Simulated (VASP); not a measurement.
Write the native input for VASP 6.6.1 that does the following.

| Quantity | Value |
| --- | --- |
| Task | single point |
| Functional | PBE |
| Dispersion | D3(BJ) |
| Potentials or basis | VASP PAW PBE potentials, release 64 (Mg, Pb_d, N) |
| Cutoff | 520 eV |
| k mesh | 6 × 6 × 2 |
| Occupations | gaussian, width 0.01 eV |
| Spin | no spin polarisation |
| Dipole correction | no |
| Further INCAR settings | ALGO = Normal; EDIFF = 1e-06; NBANDS = 28 |

The structure of MgPb2N2 lies in POSCAR:

```
MgPb2N2
1.0
    3.3917400000      0.0000000000      0.0000000000
   -1.6958700000      2.9373400000      0.0000000000
    0.0000000000      0.0000000000      9.2349600000
Mg Pb N
1 2 2
Direct
    0.0000000000      0.0000000000      0.0000000000
    0.6666666667      0.3333333333      0.2865500000
    0.3333333333      0.6666666667      0.7134500000
    0.6666666667      0.3333333333      0.8618200000
    0.3333333333      0.6666666667      0.1381800000
```

One way to write it, as run:

INCAR

```
PREC = Accurate
ENCUT = 520
EDIFF = 1E-6
ISMEAR = 0
SIGMA = 0.01
LREAL = F
LASPH = T
NELM = 80
ALGO = Normal
ISIF = 2
LWAVE = F
LCHARG = T
GGA = PE
IVDW = 12
LELF = T
LVHAR = T
NBANDS = 28
```

KPOINTS

```
Automatic mesh
0
Gamma
  6 6 2
```

Potentials or basis: VASP PAW PBE potentials, release 64 (Mg, Pb_d, N).

Run with:

```bash
$ cat potpaw_PBE.64/Mg/POTCAR potpaw_PBE.64/Pb_d/POTCAR potpaw_PBE.64/N/POTCAR > POTCAR
$ mpirun -np 1 vasp_std > vasp.out
```

Results of the run:

The pressure is -2.9 GPa. The largest force is 0.077 eV/Å. The band gap on the k mesh is 0.61 eV and the dispersion energy per atom is -0.299 eV.

Caveat: spin-orbit coupling is left out, which moves the levels of the heavy elements.

Run time: 80 s on 1 thread of Intel Xeon 8259CL (shared host), peak memory 0.25 GiB.
